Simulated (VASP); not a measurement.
Write the native input for VASP 6.6.1 that does the following.

* Task: single point
* Functional: PBE
* Potentials or basis: VASP PAW PBE potentials, release 64 (La, O)
* Cutoff: 520 eV
* k mesh: 6 × 6 × 4
* Occupations: gaussian, width 0.01 eV
* Spin: no spin polarisation
* Dipole correction: no
* Further INCAR settings: ALGO = Normal; EDIFF = 1e-06; NBANDS = 28

The structure of La2O3 lies in POSCAR:

```
La2O3
1.0
    3.9404486528      0.0000000000      0.0000000000
   -1.9702243264      3.4125286356      0.0000000000
    0.0000000000      0.0000000000      6.1878210269
La O
2 3
Direct
    0.6666666667      0.3333333333      0.7526237034
    0.3333333333      0.6666666667      0.2473762966
    0.6666666667      0.3333333333      0.3546844474
    0.3333333333      0.6666666667      0.6453155526
    0.0000000000      0.0000000000      0.0000000000
```

These files were run (other wordings do the same):

INCAR

```
ALGO     = Normal         # electronic algorithm
EDIFF    = 1E-6           # SCF threshold, eV
ENCUT    = 520            # plane-wave cutoff, eV
GGA      = PE             # functional
ISIF     = 2              # what is computed and relaxed
ISMEAR   = 0              # smearing method
LASPH    = True           # aspherical terms in the spheres
LCHARG   = True           # write CHGCAR
LELF     = True           # ELF
LREAL    = False          # projectors in reciprocal space
LVHAR    = True         
LWAVE    = False          # write WAVECAR
NBANDS   = 28             # bands
NELM     = 80             # most SCF steps
PREC     = Accurate       # precision mode
SIGMA    = 0.01           # smearing width, eV
```

KPOINTS

```
k-points
0
Gamma
  6 6 4
```

Potentials or basis: VASP PAW PBE potentials, release 64 (La, O).

Run with:

```bash
$ cat potpaw_PBE.64/La/POTCAR potpaw_PBE.64/O/POTCAR > POTCAR
$ mpirun -np 1 vasp_std > vasp.out
```

It gave:

The pressure is -0.3 GPa, the largest force is 0.012 eV/Å and the band gap on the k mesh is 3.85 eV, indirect (least direct gap 3.98 eV).

Caveat: spin-orbit coupling is left out, which moves the levels of the heavy elements.

Wall time 74 s on 1 thread of Intel(R) Xeon(R) Platinum 8259CL CPU @ 2.50GHz (Skylake/Cascade Lake), on a shared host, peak memory 0.23 GiB.
